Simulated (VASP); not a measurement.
# Se (Fd-3m) in VASP: further runs

The runs below take Se through single point, with LDA.

All numbers are computed with VASP 6.6.1; they aren't measurements. Logs are shortened: lines on timing, memory, paths and dates and some standing lists are left out, and cuts for length are marked.

### Step 1. The cell of the first run

Symmetry: Fd-3m, No. 227, cubic system. Conventional cell: a = 6.080 Å, b = 6.080 Å, c = 6.080 Å, α = 90.00°, β = 90.00°, γ = 90.00°. Within 3.5 Å of Se (site symmetry -43m) lie 4 Se at 2.63 Å.

### Step 2. Single point, LDA

File INCAR:

```
SYSTEM = Se
  ALGO = Normal
  EDIFF = 1E-6
  ENCUT = 520
  GGA = CA
  ISIF = 2
  ISMEAR = -1
  LASPH = .TRUE.
  LCHARG = .TRUE.
  LELF = .TRUE.
  LREAL = .FALSE.
  LVHAR = .TRUE.
  LWAVE = .FALSE.
  NBANDS = 13
  NELM = 100
  PREC = Accurate
  SIGMA = 0.1
```

File KPOINTS:

```
k-points
0
G
  6 6 6
  0 0 0
```

File POSCAR:

```
Se
1.0
    0.0000000000      3.0398915398      3.0398915398
    3.0398915398      0.0000000000      3.0398915398
    3.0398915398      3.0398915398      0.0000000000
Se
2
Direct
    0.5000000000      0.5000000000      0.5000000000
    0.7500000000      0.7500000000      0.7500000000
```

Potentials or basis: VASP PAW LDA potentials, release 64 (Se).

Command:

```console
$ cat potpaw_LDA.64/Se/POTCAR > POTCAR
$ mpirun -np 1 vasp_std > vasp.out
```

OUTCAR:

```text
SYSTEM = Se
   EDIFF = 1E-6
   ENCUT = 520
   GGA = CA
   ISIF = 2
   ISMEAR = -1
   LASPH = .TRUE.
   LREAL = .FALSE.
   NELM = 100
   PREC = Accurate

 ion  position               nearest neighbor table
   1  0.500  0.500  0.500-   2 2.63   2 2.63   2 2.63   2 2.63
   2  0.750  0.750  0.750-   1 2.63   1 2.63   1 2.63   1 2.63

  LATTYP: Found a face centered cubic cell.
 ALAT       =     6.0797830796

  Lattice vectors:

 A1 = (   0.0000000000,   3.0398915398,   3.0398915398)
 A2 = (   3.0398915398,   0.0000000000,   3.0398915398)
 A3 = (   3.0398915398,   3.0398915398,   0.0000000000)

Analysis of symmetry for initial positions (statically):
=====================================================================
 Subroutine PRICEL returns:
 Original cell was already a primitive cell.

 Routine SETGRP: Setting up the symmetry group for a
 face centered cubic supercell.

 Subroutine GETGRP returns: Found 48 space group operations
 (whereof 24 operations were pure point group operations)
 out of a pool of 48 trial point group operations.

The static configuration has the point symmetry T_d .
 The point group associated with its full space group is O_h .

Analysis of symmetry for dynamics (positions and initial velocities):
=====================================================================
 Subroutine PRICEL returns:
 Original cell was already a primitive cell.

 Routine SETGRP: Setting up the symmetry group for a
 face centered cubic supercell.

 Subroutine GETGRP returns: Found 48 space group operations
 (whereof 24 operations were pure point group operations)
 out of a pool of 48 trial point group operations.

The dynamic configuration has the point symmetry T_d .
 The point group associated with its full space group is O_h .

 Subroutine INISYM returns: Found 48 space group operations
 (whereof 24 operations are pure point group operations),
 and found     1 'primitive' translations

----------------------------------------------------------------------------------------

                                     Primitive cell

  volume of cell :      56.1829

  direct lattice vectors                    reciprocal lattice vectors
     0.000000000  3.039891540  3.039891540    -0.164479552  0.164479552  0.164479552
     3.039891540  0.000000000  3.039891540     0.164479552 -0.164479552  0.164479552
     3.039891540  3.039891540  0.000000000     0.164479552  0.164479552 -0.164479552

  length of vectors
     4.299055844  4.299055844  4.299055844     0.284886942  0.284886942  0.284886942

  position of ions in fractional coordinates (direct lattice)
     0.500000000  0.500000000  0.500000000
     0.750000000  0.750000000  0.750000000

  ion indices of the primitive-cell ions
   primitive index   ion index
                 1           1
                 2           2

----------------------------------------------------------------------------------------

 KPOINTS: k-points

Automatic generation of k-mesh.
 Grid dimensions read from file:
 generate k-points for:    6    6    6

 Generating k-lattice:

  Cartesian coordinates                     Fractional coordinates (reciprocal lattice)
    -0.027413259  0.027413259  0.027413259     0.166666667  0.000000000  0.000000000
     0.027413259 -0.027413259  0.027413259     0.000000000  0.166666667  0.000000000
     0.027413259  0.027413259 -0.027413259     0.000000000  0.000000000  0.166666667

  Length of vectors
     0.047481157  0.047481157  0.047481157

  Shift w.r.t. Gamma in fractional coordinates (k-lattice)
     0.000000000  0.000000000  0.000000000

 Subroutine IBZKPT returns following result:
 ===========================================

 Found     16 irreducible k-points:

 Following reciprocal coordinates:
            Coordinates               Weight
  0.000000  0.000000  0.000000      1.000000
  0.166667  0.000000  0.000000      8.000000
  0.333333  0.000000  0.000000      8.000000
  0.500000  0.000000  0.000000      4.000000
  0.166667  0.166667  0.000000      6.000000
  0.333333  0.166667  0.000000     24.000000
[... 8 lines left out ...]
 -0.333333  0.333333  0.166667     24.000000
 -0.333333  0.500000  0.166667     12.000000
   k-points           NKPTS =     16   k-points in BZ     NKDIM =     16   number of bands    NBANDS=     13
   number of dos      NEDOS =    301   number of ions     NIONS =      2
   total plane-waves  NPLWV =  32768
   dimension x,y,z NGX =    32 NGY =   32 NGZ =   32
   dimension x,y,z NGXF=    64 NGYF=   64 NGZF=   64
   ions per type =               2
   NGX,Y,Z   is equivalent  to a cutoff of  12.37, 12.37, 12.37 a.u.
   NGXF,Y,Z  is equivalent  to a cutoff of  24.75, 24.75, 24.75 a.u.
 SYSTEM =  Se
   PREC   = accura    normal or accurate (medium, high low for compatibility)
   ISTART =      0    job   : 0-new  1-cont  2-samecut
   ICHARG =      2    charge: 1-file 2-atom 10-const
   ISPIN  =      1    spin polarized calculation?
   LNONCOLLINEAR =      F non collinear calculations
   LSORBIT =      F    spin-orbit coupling
   LASPH  =      T    aspherical Exc in radial PAW
   ENCUT  =  520.0 eV  38.22 Ry    6.18 a.u.   7.99  7.99  7.99*2*pi/ulx,y,z
   NELM   =    100;   NELMIN=  2; NELMDL= -5     # of ELM steps
   EDIFF  = 0.1E-05   stopping-criterion for ELM
   LREAL  =      F    real-space projection
   EDIFFG = 0.1E-04   stopping-criterion for IOM
   NSW    =      0    number of steps for IOM
   IBRION =     -1    ionic relax: 0-MD 1-quasi-New 2-CG
   NFREE  =      0    steps in history (QN), initial steepest desc. (CG)
   ISIF   =      2    stress and relaxation
   ISYM   =      2    0-nonsym 1-usesym 2-fastsym
   POTIM  = 0.5000    time-step for ionic-motion
   TEBEG  =    0.0;   TEEND  =   0.0 temperature during run
   PSTRESS=    0.0 pullay stress
   NELECT =      12.0000    total number of electrons
   NUPDOWN=      -1.0000    fix difference up-down
   EMIN   =  10.00;   EMAX   =-10.00  energy-range for DOS
   EFERMI =   0.00;   METHOD = LEGACY
   ISMEAR =    -1;   SIGMA  =   0.10  broadening in eV -4-tet -1-fermi 0-gaus
   EFERMI_NEDOS =   21; number of points for ismear=-14 and -15
   IALGO  =     38    algorithm
   IMIX   =      4    mixing-type and parameters
     AMIX     =   0.40;   BMIX     =  1.00
     AMIX_MAG =   1.60;   BMIX_MAG =  1.00
  volume/ion in A,a.u.               =      28.09       189.57
  Fermi-wavevector in a.u.,A,eV,Ry     =   0.978589  1.849266 13.029444  0.957637
  Thomas-Fermi vector in A             =   2.109377
   LORBIT       =      0    0 simple, 1 ext, 2 COOP (PROOUT), +10 PAW based schemes
   GGA     = CA    functional components
   LHFCALC =     F    Hartree Fock is set to
   AEXX    =    0.0000 exact exchange contribution
   IVDW    =     0    specifies the selected vdW correction
   LEPSILON=     F    determine dielectric tensor
   LRPA    =     F    only Hartree local field effects (RPA)
 non-spin polarized calculation
  energy-cutoff  :      520.00
  volume of cell :       56.18
 maximum number of plane-waves:      1527
   NGX = 15   NGY = 15   NGZ = 15

 number of electron      11.9999998 magnetization

 Free energy of the ion-electron system (eV)
  ---------------------------------------------------
  ext. energy  EPLUGINS =         0.00000000
  ---------------------------------------------------
  free energy    TOTEN  =        -7.22198431 eV

  energy without entropy =       -7.16571047  energy(sigma->0) =       -7.19384739

 E-fermi :   3.0643     XC(G=0):  -9.0056

 val. band max:        3.0217819007   @ k =  -0.3333   0.3333   0.0000
 cond. band min:       3.0917244230   @ k =   0.1667   0.1667   0.0000
 fundamental gap:      0.0699425223
 Fermi energy:         3.0642992742

 k-point     1 :       0.0000    0.0000    0.0000
  band No.  band energies     occupation
      1     -13.0238      2.00000
      2      -6.8455      2.00000
      3      -0.7380      2.00000
      4      -0.7380      2.00000
      5      -0.7380      2.00000
      6       2.1383      1.99981
      7       2.1383      1.99981
      8       2.1383      1.99981
      9       7.1437      0.00000
     10      10.5860      0.00000
     11      10.5860      0.00000
     12      12.5266      0.00000
     13      12.5266      0.00000

 k-point     2 :       0.1667    0.0000    0.0000
  band No.  band energies     occupation
      1     -12.8155      2.00000
      2      -7.4272      2.00000
      3      -0.9954      2.00000
      4      -0.9954      2.00000
      5      -0.8512      2.00000
      6       2.5284      1.99063
      7       2.5284      1.99063
      8       2.6019      1.98056
      9       8.0658      0.00000
     10       9.9802      0.00000
     11       9.9802      0.00000
     12      11.8511      0.00000
     13      14.1152      0.00000

 k-point     3 :       0.3333    0.0000    0.0000
  band No.  band energies     occupation
      1     -12.2748      2.00000
      2      -8.5892      2.00000
      3      -1.3810      2.00000
      4      -1.3810      2.00000
      5      -1.2329      2.00000
      6       3.1169      0.74282
      7       3.1169      0.74282
      8       4.0906      0.00007
      9       9.1052      0.00000
     10      10.1055      0.00000
     11      10.1055      0.00000
     12      11.4265      0.00000
     13      14.7581      0.00000

 k-point     4 :       0.5000    0.0000    0.0000
  band No.  band energies     occupation
      1     -11.8727      2.00000
      2      -9.2596      2.00000
      3      -1.5368      2.00000
      4      -1.5368      2.00000
      5      -1.4288      2.00000
      6       3.3309      0.13002
      7       3.3309      0.13002
      8       5.2111      0.00000
      9       9.6792      0.00000
     10       9.8098      0.00000
     11      11.0475      0.00000
     12      11.0475      0.00000
     13      12.8359      0.00000

 k-point     5 :       0.1667    0.1667    0.0000
  band No.  band energies     occupation
      1     -12.7414      2.00000
      2      -7.5995      2.00000
      3      -1.3529      2.00000
      4      -1.3529      2.00000
      5      -0.0728      2.00000
      6       1.6305      2.00000
      7       3.0917      0.86373
      8       3.0917      0.86373
      9       8.4150      0.00000
     10       8.7966      0.00000
     11      11.0058      0.00000
     12      13.2791      0.00000
     13      13.2791      0.00000
[... 129 lines left out ...]
 k-point    14 :       0.5000    0.3333    0.1667
  band No.  band energies     occupation
      1     -11.7527      2.00000
      2      -9.3716      2.00000
      3      -2.6335      2.00000
      4      -2.0086      2.00000
      5       0.7495      2.00000
      6       2.1265      1.99983
      7       4.3776      0.00000
      8       4.4807      0.00000
      9       8.8300      0.00000
     10       9.3516      0.00000
     11      11.5960      0.00000
     12      13.3170      0.00000
     13      14.3897      0.00000

 k-point    15 :      -0.3333    0.3333    0.1667
  band No.  band energies     occupation
      1     -11.2907      2.00000
      2      -9.9686      2.00000
      3      -2.8935      2.00000
      4      -2.2154      2.00000
      5       0.9503      2.00000
      6       2.6914      1.95307
      7       4.4862      0.00000
      8       4.5959      0.00000
      9       8.3881      0.00000
     10       9.6473      0.00000
     11      11.4565      0.00000
     12      13.0970      0.00000
     13      14.6579      0.00000

 k-point    16 :      -0.3333    0.5000    0.1667
  band No.  band energies     occupation
      1     -10.6574      2.00000
      2     -10.6574      2.00000
      3      -2.6529      2.00000
      4      -2.6529      2.00000
      5       1.6315      2.00000
      6       1.6315      2.00000
      7       4.9176      0.00000
      8       4.9176      0.00000
      9       9.0143      0.00000
     10       9.0143      0.00000
     11      12.6020      0.00000
     12      12.6020      0.00000
     13      16.0095      0.00000

------------------------ aborting loop because EDIFF is reached ----------------------------------------

  FORCE on cell =-STRESS in cart. coord.  units (eV):
  Direction    XX          YY          ZZ          XY          YZ          ZX
  --------------------------------------------------------------------------------------
  -------------------------------------------------------------------------------------
  Total        0.7973695      0.7973695      0.7973695      0.0000000      0.0000000      0.0000000
  in kB       22.7387158     22.7387158     22.7387158      0.0000000      0.0000000      0.0000000
  external PRESSURE =      22.7387158 kB  Pullay stress =       0.0000000 kB

 VOLUME and BASIS-vectors are now :
 -----------------------------------------------------------------------------
  energy-cutoff  :      520.00
  volume of cell :       56.18
      direct lattice vectors                 reciprocal lattice vectors
     0.000000000  3.039891540  3.039891540    -0.164479552  0.164479552  0.164479552
     3.039891540  0.000000000  3.039891540     0.164479552 -0.164479552  0.164479552
     3.039891540  3.039891540  0.000000000     0.164479552  0.164479552 -0.164479552

 POSITION                                       TOTAL-FORCE (eV/Angst)
 -----------------------------------------------------------------------------------
      3.03989      3.03989      3.03989        -0.000000     -0.000000     -0.000000
      4.55984      4.55984      4.55984         0.000000      0.000000      0.000000
 -----------------------------------------------------------------------------------
    total drift:                               -0.000000     -0.000000      0.000000

  FREE ENERGIE OF THE ION-ELECTRON SYSTEM (eV)
  ---------------------------------------------------
  free  energy   TOTEN  =        -7.2219843066 eV

  energy  without entropy=       -7.1657104680  energy(sigma->0) =       -7.19384739
```

Run time: 5.5 s. Hardware: 1 thread of Intel Xeon Platinum 8259CL at 2.50GHz (Skylake/Cascade Lake), shared host; peak memory 0.14 GiB.

Results:

* Free energy: -7.2220 eV
* Pressure: 2.3 GPa
* Band gap on the k mesh: zero (band 6 reaches 3.33 eV, above the bottom of band 7 at 2.14 eV)

Levels at points of the mesh, in eV from the Fermi level:
```
           k point  band 2  band 3  band 4  band 5  band 6  band 7  band 8  band 9  band 10  band 11
(0.00, 0.00, 0.00)   -9.91   -3.80   -3.80   -3.80   -0.93   -0.93   -0.93    4.08     7.52     7.52
(0.50, 0.00, 0.00)  -12.32   -4.60   -4.60   -4.49    0.27    0.27    2.15    6.61     6.75     7.98
(0.50, 0.50, 0.00)  -13.73   -5.49   -5.49   -2.18   -2.18    2.57    2.57    6.18     6.18     9.82
```

[end of part 1 of 2]
